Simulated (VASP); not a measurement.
## WS2: single point with PBEsol

WS2, a slab with vacuum:

```
CELL_PARAMETERS angstrom
3.14613 0.00000 0.00000
-1.57307 2.72463 0.00000
0.00000 0.00000 43.51860
ATOMIC_POSITIONS crystal
S 0.33333 0.66667 0.17234
S 0.33333 0.66667 0.24438
S 0.66667 0.33333 0.31816
S 0.66667 0.33333 0.39020
S 0.33333 0.66667 0.46398
S 0.33333 0.66667 0.53602
S 0.66667 0.33333 0.60980
S 0.66667 0.33333 0.68184
S 0.33333 0.66667 0.75562
S 0.33333 0.66667 0.82766
W 0.66667 0.33333 0.20836
W 0.33333 0.66667 0.35418
W 0.66667 0.33333 0.50000
W 0.33333 0.66667 0.64582
W 0.66667 0.33333 0.79164
```

```json
{
  "Program": "VASP 6.6.1",
  "Task": "single point",
  "Functional": "PBEsol",
  "Potentials or basis": "VASP PAW PBE potentials, release 64 (S, W_sv)",
  "Cutoff": "520 eV",
  "k mesh": "9 × 9 × 1",
  "Occupations": "gaussian, width 0.05 eV",
  "Spin": "no spin polarisation"
}
```

```json
{"Largest force": "0.023 eV/Å", "Band gap on the k mesh": "1.31 eV, indirect (least direct gap 1.88 eV)"}
```

Forces in eV/Å, atoms in the order of the input:
```
S    0.000  0.000 -0.001
S    0.000  0.000  0.019
S    0.000  0.000 -0.023
S    0.000  0.000  0.018
S    0.000  0.000 -0.020
S    0.000  0.000  0.020
S    0.000  0.000 -0.018
S    0.000  0.000  0.023
S    0.000  0.000 -0.019
S    0.000  0.000  0.001
W    0.000  0.000 -0.021
W    0.000  0.000 -0.001
W    0.000  0.000  0.000
W    0.000  0.000  0.001
W    0.000  0.000  0.021
```

Levels at points of the mesh, in eV from the valence-band top:
```csv
k point,band 62,band 63,band 64,band 65,band 66,band 67,band 68,band 69
"(0.00, 0.00, 0.00)",-0.66,-0.36,-0.14,0.00,2.51,2.51,2.51,2.51
```

Wall time 7.8 min on 1 thread of Intel(R) Xeon(R) 6975P-C (Granite Rapids), on a shared host, peak memory 0.53 GiB.

Caveat: the PAW data sets were made with another functional, which shifts forces and pressure a little; spin-orbit coupling is left out, which moves the levels of the heavy elements.
